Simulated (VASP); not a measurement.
Write the native input for VASP 6.6.1 that does the following.

```yaml
Task: single point
Functional: PBE
Potentials_or_basis: VASP PAW PBE potentials, release 64 (Re)
Cutoff: 520 eV
k_mesh: 11 × 11 × 3
Occupations: fermi-dirac, width 0.05 eV
Spin: no spin polarisation
Dipole_correction: no
Further_INCAR_settings: ALGO = Normal; EDIFF = 1e-06; NBANDS = 22
```

The structure of Re lies in POSCAR:

```
Re
1.0
    2.7743368174      0.0000000000      0.0000000000
   -1.3871684087      2.4026461625      0.0000000000
    0.0000000000      0.0000000000      8.9728342039
Re
4
Direct
    0.6666666667      0.3333333333      0.7500000000
    0.0000000000      0.0000000000      0.5000000000
    0.3333333333      0.6666666667      0.2500000000
    0.0000000000      0.0000000000      0.0000000000
```

The input as run:

INCAR

```
PREC = Accurate ; ENCUT = 520
EDIFF = 1E-6 ; ISMEAR = -1
SIGMA = 0.05 ; LREAL = False
LASPH = True ; NELM = 60
ALGO = Normal ; ISIF = 2
LWAVE = False ; LCHARG = True
GGA = PE ; LELF = True
LVHAR = True ; NBANDS = 22
```

KPOINTS

```
Automatic mesh
0
Gamma
  11 11 3
```

Potentials or basis: VASP PAW PBE potentials, release 64 (Re).

Command:

```console
$ cat potpaw_PBE.64/Re/POTCAR > POTCAR
$ mpirun -np 1 vasp_std > vasp.out
```

It gave:

```
Pressure               : -0.7 GPa
Band gap on the k mesh : zero (bands 14 and 15 overlap by 2.37 eV)
```

Caveat: spin-orbit coupling is left out, which moves the levels of the heavy elements.

It took 69 s on 1 thread of Intel(R) Xeon(R) Platinum 8259CL CPU @ 2.50GHz (Skylake/Cascade Lake), with other jobs on the host, peak memory 0.2 GiB.
